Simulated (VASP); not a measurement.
Write the native input for VASP 6.6.1 that does the following.

| Property | Result |
| --- | --- |
| Task | single point |
| Functional | PBE |
| Potentials or basis | VASP PAW PBE potentials, release 64 (Si, C) |
| Cutoff | 520 eV |
| k mesh | 17 × 17 × 17 |
| Occupations | fermi-dirac, width 0.05 eV |
| Spin | no spin polarisation |
| Dipole correction | no |
| Further INCAR settings | ALGO = Normal; EDIFF = 1e-06; NBANDS = 11 |

The structure of SiC (rocksalt type) lies in POSCAR:

```
SiC
1.0
    0.0000000000      1.7999475071      1.7999475071
    1.7999475071      0.0000000000      1.7999475071
    1.7999475071      1.7999475071      0.0000000000
Si C
1 1
Direct
    0.0000000000      0.0000000000      0.0000000000
    0.5000000000      0.5000000000      0.5000000000
```

One way to write it, as run:

INCAR

```
PREC = Accurate
ENCUT = 520
EDIFF = 1E-6
ISMEAR = -1
SIGMA = 0.05
LREAL = F
LASPH = T
NELM = 80
ALGO = Normal
ISIF = 2
LWAVE = F
LCHARG = F
GGA = PE
NBANDS = 11
```

KPOINTS

```
Automatic mesh
0
Gamma
  17 17 17
```

Potentials or basis: VASP PAW PBE potentials, release 64 (Si, C).

Run with:

```console
$ cat potpaw_PBE.64/Si/POTCAR potpaw_PBE.64/C/POTCAR > POTCAR
$ mpirun -np 1 vasp_std > vasp.out
```

It gave:

The pressure is 189.7 GPa and the band gap on the k mesh is 0.66 eV, indirect (least direct gap 6.49 eV).

It took 8.8 s on 1 thread of AMD EPYC 9R45 96-Core Processor (Zen 5) (shared host), peak memory 0.1 GiB.
